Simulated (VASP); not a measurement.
Write the native input for VASP 6.6.1 that does the following.

```
Task                   : single point
Functional             : PBE
Potentials or basis    : VASP PAW PBE potentials, release 64 (Si, Pd, Ir)
Cutoff                 : 520 eV
k mesh                 : 8 × 8 × 6
Occupations            : gaussian, width 0.1 eV
Spin                   : non-collinear spin, zero start, spin-orbit coupling
Starting moments       : [[0.0, 0.0, 0.0], [0.0, 0.0, 0.0], [0.0, 0.0, 0.0], [0.0, 0.0, 0.0], [0.0, 0.0, 0.0], [0.0, 0.0, 0.0]] μB
Dipole correction      : no
Further INCAR settings : ALGO = Normal; EDIFF = 1e-06; NBANDS = 51
```

The structure of Si4IrPd lies in POSCAR:

```
Si4IrPd
1.0
    4.0840674567      0.0000000000      0.0000000000
    0.0000000000      4.0840674567      0.0000000000
    0.0000000000      0.0000000000      5.7031899643
Si Pd Ir
4 1 1
Direct
    0.0000000000      0.5000000000      0.7538045276
    0.5000000000      0.0000000000      0.7538045276
    0.0000000000      0.5000000000      0.2461954724
    0.5000000000      0.0000000000      0.2461954724
    0.5000000000      0.5000000000      0.5000000000
    0.0000000000      0.0000000000      0.0000000000
```

One way to write it, as run:

INCAR

```
ALGO = Normal ; EDIFF = 1E-6
ENCUT = 520 ; GGA = PE
GGA_COMPAT = F ; ISIF = 2
ISMEAR = 0 ; LASPH = T
LCHARG = T ; LMAXMIX = 4
LORBIT = 11 ; LORBMOM = T
LREAL = F ; LSORBIT = T
LVHAR = T ; LWAVE = F
MAGMOM = 0 0 0 0 0 0 0 0 0 0 0 0 0 0 0 0 0 0 ; NBANDS = 51
NELM = 150 ; PREC = Accurate
SIGMA = 0.1
```

KPOINTS

```
k-points
0
Gamma
  8 8 6
```

Potentials or basis: VASP PAW PBE potentials, release 64 (Si, Pd, Ir).

The run is started by

```sh
$ cat potpaw_PBE.64/Si/POTCAR potpaw_PBE.64/Pd/POTCAR potpaw_PBE.64/Ir/POTCAR > POTCAR
$ mpirun -np 1 vasp_ncl > vasp.out
```

Results of the run:

* Pressure: 0.1 GPa
* Largest force: 0.014 eV/Å
* Net moment: 0.00 μB per cell
* Valence electrons inside the program's atomic spheres: Si 1.54; Pd 9.99; Ir 8.83

Wall time 15 min on 1 thread of AMD EPYC 7R13, with other jobs on the host, peak memory 0.6 GiB.
